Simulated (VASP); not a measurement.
# SiMo3 (Pm-3n) in VASP: single point with r2SCAN

Aim: the single point of SiMo3 with r2SCAN.

All numbers are computed with VASP 6.6.1; they aren't measurements. Logs are shortened: lines on timing, memory, paths and dates and some standing lists are left out, and cuts for length are marked.

## Step 1: The cell of the first run

Symmetry: Pm-3n, No. 223, cubic system. Conventional cell: a = 4.910 Å, b = 4.910 Å, c = 4.910 Å, α = 90.00°, β = 90.00°, γ = 90.00°. Within 3.2 Å of Mo (site symmetry -4m2) lie 10 Mo at 2.45 to 3.01 Å and 4 Si at 2.74 Å. Si (site symmetry m-3) has 12 Mo at 2.74 Å within 3.6 Å.

## Step 2: Single point, r2SCAN, collinear spin, zero start

POSCAR

```
SiMo3
1.0
    4.9097610500      0.0000000000      0.0000000000
    0.0000000000      4.9097610500      0.0000000000
    0.0000000000      0.0000000000      4.9097610500
Mo Si
6 2
Direct
    0.2500000000      0.0000000000      0.5000000000
    0.5000000000      0.7500000000      0.0000000000
    0.7500000000      0.0000000000      0.5000000000
    0.5000000000      0.2500000000      0.0000000000
    0.0000000000      0.5000000000      0.7500000000
    0.0000000000      0.5000000000      0.2500000000
    0.0000000000      0.0000000000      0.0000000000
    0.5000000000      0.5000000000      0.5000000000
```

INCAR.step1

```
ALGO = Normal ; EDIFF = 1E-4
ENCUT = 520 ; GGA = PE
ISMEAR = -1 ; ISPIN = 2
LASPH = T ; LCHARG = F
LMAXMIX = 4 ; LREAL = F
LWAVE = T ; MAGMOM = 0 0 0 0 0 0 0 0
NBANDS = 60 ; NELM = 150
PREC = Accurate ; SIGMA = 0.1
```

INCAR.step2

```
ALGO = Normal ; EDIFF = 1E-6
ENCUT = 520 ; ISIF = 2
ISMEAR = -1 ; ISPIN = 2
ISTART = 1 ; LASPH = T
LCHARG = F ; LMAXMIX = 4
LMIXTAU = T ; LORBIT = 11
LREAL = F ; LWAVE = F
MAGMOM = 0 0 0 0 0 0 0 0 ; METAGGA = R2SCAN
NBANDS = 60 ; NELM = 150
PREC = Accurate ; SIGMA = 0.1
```

KPOINTS

```
k-points
0
Gamma
  5 5 5
```

Potentials or basis: VASP PAW PBE potentials, release 64 (Mo_sv, Si).

Run with:

```
> cat potpaw_PBE.64/Mo_sv/POTCAR potpaw_PBE.64/Si/POTCAR > POTCAR
> cp INCAR.step1 INCAR
> mpirun -np 1 vasp_std > vasp.out
> cp INCAR.step2 INCAR
> mpirun -np 1 vasp_std > vasp.out
```

OUTCAR:

```text
EDIFF = 1E-6
   ENCUT = 520
   ISIF = 2
   ISMEAR = -1
   ISPIN = 2
   ISTART = 1
   LASPH = T
   LORBIT = 11
   LREAL = F
   METAGGA = R2SCAN
   NELM = 150
   PREC = Accurate

 ion  position               nearest neighbor table
   1  0.250  0.000  0.500-   3 2.45   3 2.45   8 2.74   7 2.74   8 2.74   7 2.74   4 3.01   2 3.01
                             4 3.01   5 3.01   5 3.01   6 3.01   6 3.01   2 3.01
   2  0.500  0.750  0.000-   4 2.45   4 2.45   8 2.74   8 2.74   7 2.74   7 2.74   1 3.01   1 3.01
                             3 3.01   5 3.01   6 3.01   5 3.01   6 3.01   3 3.01
   3  0.750  0.000  0.500-   1 2.45   1 2.45   8 2.74   7 2.74   8 2.74   7 2.74   4 3.01   2 3.01
                             4 3.01   5 3.01   5 3.01   6 3.01   6 3.01   2 3.01
   4  0.500  0.250  0.000-   2 2.45   2 2.45   8 2.74   8 2.74   7 2.74   7 2.74   3 3.01   1 3.01
                             3 3.01   5 3.01   6 3.01   5 3.01   6 3.01   1 3.01
   5  0.000  0.500  0.750-   6 2.45   6 2.45   8 2.74   7 2.74   7 2.74   8 2.74   3 3.01   4 3.01
                             1 3.01   3 3.01   1 3.01   2 3.01   4 3.01   2 3.01
   6  0.000  0.500  0.250-   5 2.45   5 2.45   8 2.74   7 2.74   7 2.74   8 2.74   3 3.01   4 3.01
                             1 3.01   3 3.01   1 3.01   2 3.01   4 3.01   2 3.01
   7  0.000  0.000  0.000-   1 2.74   2 2.74   3 2.74   4 2.74   5 2.74   6 2.74   1 2.74   3 2.74
                             5 2.74   6 2.74   2 2.74   4 2.74
   8  0.500  0.500  0.500-   1 2.74   2 2.74   3 2.74   4 2.74   5 2.74   6 2.74   2 2.74   4 2.74
                             1 2.74   3 2.74   5 2.74   6 2.74

  LATTYP: Found a simple cubic cell.
 ALAT       =     4.9097610500

  Lattice vectors:

 A1 = (   4.9097610500,   0.0000000000,   0.0000000000)
 A2 = (   0.0000000000,   4.9097610500,   0.0000000000)
 A3 = (   0.0000000000,   0.0000000000,   4.9097610500)

Analysis of symmetry for initial positions (statically):
=====================================================================
 Subroutine PRICEL returns:
 Original cell was already a primitive cell.

 Routine SETGRP: Setting up the symmetry group for a
 simple cubic supercell.

 Subroutine GETGRP returns: Found 48 space group operations
 (whereof 24 operations were pure point group operations)
 out of a pool of 48 trial point group operations.

The static configuration has the point symmetry T_h .
 The point group associated with its full space group is O_h .

Analysis of symmetry for dynamics (positions and initial velocities):
=====================================================================
 Subroutine PRICEL returns:
 Original cell was already a primitive cell.

 Routine SETGRP: Setting up the symmetry group for a
 simple cubic supercell.

 Subroutine GETGRP returns: Found 48 space group operations
 (whereof 24 operations were pure point group operations)
 out of a pool of 48 trial point group operations.

The dynamic configuration has the point symmetry T_h .
 The point group associated with its full space group is O_h .

Analysis of structural, dynamic, and magnetic symmetry:
=====================================================================
 Subroutine PRICEL returns:
 Original cell was already a primitive cell.

 Routine SETGRP: Setting up the symmetry group for a
 simple cubic supercell.

 Subroutine GETGRP returns: Found 48 space group operations
 (whereof 24 operations were pure point group operations)
 out of a pool of 48 trial point group operations.

The overall configuration has the point symmetry T_h .
 The point group associated with its full space group is O_h .

 Subroutine INISYM returns: Found 48 space group operations
 (whereof 24 operations are pure point group operations),
 and found     1 'primitive' translations

----------------------------------------------------------------------------------------

                                     Primitive cell

  volume of cell :     118.3535

  direct lattice vectors                    reciprocal lattice vectors
[... 67 lines left out ...]
   number of dos      NEDOS =    301   number of ions     NIONS =      8
   total plane-waves  NPLWV =  64000
   dimension x,y,z NGX =    40 NGY =   40 NGZ =   40
   dimension x,y,z NGXF=    80 NGYF=   80 NGZF=   80
   ions per type =               6   2
   NGX,Y,Z   is equivalent  to a cutoff of  13.54, 13.54, 13.54 a.u.
   NGXF,Y,Z  is equivalent  to a cutoff of  27.09, 27.09, 27.09 a.u.
 SYSTEM =  unknown system
   PREC   = accura    normal or accurate (medium, high low for compatibility)
   ISTART =      1    job   : 0-new  1-cont  2-samecut
   ICHARG =      0    charge: 1-file 2-atom 10-const
   ISPIN  =      2    spin polarized calculation?
   LNONCOLLINEAR =      F non collinear calculations
   LSORBIT =      F    spin-orbit coupling
   LASPH  =      T    aspherical Exc in radial PAW
   ENCUT  =  520.0 eV  38.22 Ry    6.18 a.u.   9.13  9.13  9.13*2*pi/ulx,y,z
   NELM   =    150;   NELMIN=  2; NELMDL=  0     # of ELM steps
   EDIFF  = 0.1E-05   stopping-criterion for ELM
   LREAL  =      F    real-space projection
   EDIFFG = 0.1E-04   stopping-criterion for IOM
   NSW    =      0    number of steps for IOM
   IBRION =     -1    ionic relax: 0-MD 1-quasi-New 2-CG
   NFREE  =      0    steps in history (QN), initial steepest desc. (CG)
   ISIF   =      2    stress and relaxation
   ISYM   =      2    0-nonsym 1-usesym 2-fastsym
   POTIM  = 0.5000    time-step for ionic-motion
   TEBEG  =    0.0;   TEEND  =   0.0 temperature during run
   PSTRESS=    0.0 pullay stress
   NELECT =      92.0000    total number of electrons
   NUPDOWN=      -1.0000    fix difference up-down
   EMIN   =  10.00;   EMAX   =-10.00  energy-range for DOS
   EFERMI =   0.00;   METHOD = LEGACY
   ISMEAR =    -1;   SIGMA  =   0.10  broadening in eV -4-tet -1-fermi 0-gaus
   EFERMI_NEDOS =   21; number of points for ismear=-14 and -15
   IALGO  =     38    algorithm
   IMIX   =      4    mixing-type and parameters
     AMIX     =   0.40;   BMIX     =  1.00
     AMIX_MAG =   1.60;   BMIX_MAG =  1.00
  volume/ion in A,a.u.               =      14.79        99.84
  Fermi-wavevector in a.u.,A,eV,Ry     =   1.505256  2.844522 30.828028  2.265796
  Thomas-Fermi vector in A             =   2.616129
   LORBIT       =     11    0 simple, 1 ext, 2 COOP (PROOUT), +10 PAW based schemes
   METAGGA = R2SCAN    functional components
   LHFCALC =     F    Hartree Fock is set to
   AEXX    =    0.0000 exact exchange contribution
   IVDW    =     0    specifies the selected vdW correction
   LEPSILON=     F    determine dielectric tensor
   LRPA    =     F    only Hartree local field effects (RPA)
 spin polarized calculation
  energy-cutoff  :      520.00
  volume of cell :      118.35
 maximum number of plane-waves:      3199
 NGX is ok and might be reduce to    40
   NGX = 19   NGY = 19   NGZ = 19

 number of electron      91.9999981 magnetization      -0.0000008

 number of electron      91.9999981 magnetization       0.0000003

 Free energy of the ion-electron system (eV)
  ---------------------------------------------------
  ext. energy  EPLUGINS =         0.00000000
  ---------------------------------------------------
  free energy    TOTEN  =      -176.70503662 eV

  energy without entropy =     -176.59767485  energy(sigma->0) =     -176.65135573

 E-fermi :  12.5855     XC(G=0): -14.1879

 val. band max:       12.5145003075   @ k =   0.2000   0.2000   0.2000
 cond. band min:      12.6411714896   @ k =   0.4000   0.4000   0.2000
 fundamental gap:      0.1266711821
 Fermi energy:        12.5854757215

 spin component 1

 k-point     1 :       0.0000    0.0000    0.0000
  band No.  band energies     occupation
      1     -50.6963      1.00000
      2     -50.5741      1.00000
      3     -50.5741      1.00000
      4     -50.2285      1.00000
      5     -50.2285      1.00000
      6     -50.2285      1.00000
[... 599 lines left out ...]
     57      14.6241      0.00000
     58      15.1209      0.00000
 Fermi energy:        12.5854757215

 spin component 2

 k-point     1 :       0.0000    0.0000    0.0000
  band No.  band energies     occupation
      1     -50.6963      1.00000
      2     -50.5741      1.00000
      3     -50.5741      1.00000
      4     -50.2285      1.00000
      5     -50.2285      1.00000
      6     -50.2285      1.00000
[... 599 lines left out ...]
     57      14.6241      0.00000
     58      15.1209      0.00000
 [bands above 58 left out]

------------------------ aborting loop because EDIFF is reached ----------------------------------------

  FORCE on cell =-STRESS in cart. coord.  units (eV):
  Direction    XX          YY          ZZ          XY          YZ          ZX
  --------------------------------------------------------------------------------------
  -------------------------------------------------------------------------------------
  Total       -2.5902428     -2.5902428     -2.5902428     -0.0000000     -0.0000000      0.0000000
  in kB      -35.0646893    -35.0646893    -35.0646893     -0.0000000     -0.0000000      0.0000000
  external PRESSURE =     -35.0646893 kB  Pullay stress =       0.0000000 kB

 VOLUME and BASIS-vectors are now :
 -----------------------------------------------------------------------------
  energy-cutoff  :      520.00
  volume of cell :      118.35
      direct lattice vectors                 reciprocal lattice vectors
     4.909761050  0.000000000  0.000000000     0.203675900  0.000000000  0.000000000
     0.000000000  4.909761050  0.000000000     0.000000000  0.203675900  0.000000000
     0.000000000  0.000000000  4.909761050     0.000000000  0.000000000  0.203675900

 POSITION                                       TOTAL-FORCE (eV/Angst)
 -----------------------------------------------------------------------------------
      1.22744      0.00000      2.45488        -0.000000     -0.000000     -0.000000
      2.45488      3.68232      0.00000         0.000000      0.000000     -0.000000
      3.68232      0.00000      2.45488         0.000000      0.000000      0.000000
      2.45488      1.22744      0.00000         0.000000     -0.000000      0.000000
      0.00000      2.45488      3.68232        -0.000000      0.000000      0.000000
      0.00000      2.45488      1.22744         0.000000     -0.000000      0.000000
      0.00000      0.00000      0.00000         0.000000      0.000000      0.000000
      2.45488      2.45488      2.45488         0.000000      0.000000      0.000000
 -----------------------------------------------------------------------------------
    total drift:                                0.000000     -0.000000      0.000000

  FREE ENERGIE OF THE ION-ELECTRON SYSTEM (eV)
  ---------------------------------------------------
  free  energy   TOTEN  =      -176.7050366196 eV

  energy  without entropy=     -176.5976748451  energy(sigma->0) =     -176.65135573

 total charge

# of ion       s       p       d       tot
------------------------------------------
    1        2.324   6.198   4.030  12.552
    2        2.324   6.198   4.030  12.552
    3        2.324   6.198   4.030  12.552
    4        2.324   6.198   4.030  12.552
    5        2.324   6.198   4.030  12.552
    6        2.324   6.198   4.030  12.552
    7        0.698   0.903   0.000   1.601
    8        0.698   0.903   0.000   1.601
--------------------------------------------------
tot         15.339  38.995  24.178  78.512

 magnetization (x)

# of ion       s       p       d       tot
------------------------------------------
    1       -0.000   0.000  -0.000  -0.000
    2       -0.000   0.000  -0.000  -0.000
    3       -0.000   0.000  -0.000  -0.000
    4       -0.000   0.000  -0.000  -0.000
    5       -0.000   0.000  -0.000  -0.000
    6       -0.000   0.000  -0.000  -0.000
    7        0.000   0.000   0.000   0.000
    8        0.000   0.000   0.000   0.000
--------------------------------------------------
tot          0.000   0.000  -0.000  -0.000
```

Wall time 12 min (1 thread of Intel Xeon 8259CL, shared host); peak memory 0.37 GiB.

What came out:

* Free energy: -176.7050 eV
* Pressure: -3.5 GPa
* Band gap on the k mesh: zero (filled and empty bands overlap)
* Net moment: 0.00 μB per cell
* Valence electrons inside the program's atomic spheres: Mo 12.55; Si 1.60

Caveat: the cell stands under tension; the PAW data sets were made with another functional, which shifts forces and pressure a little.
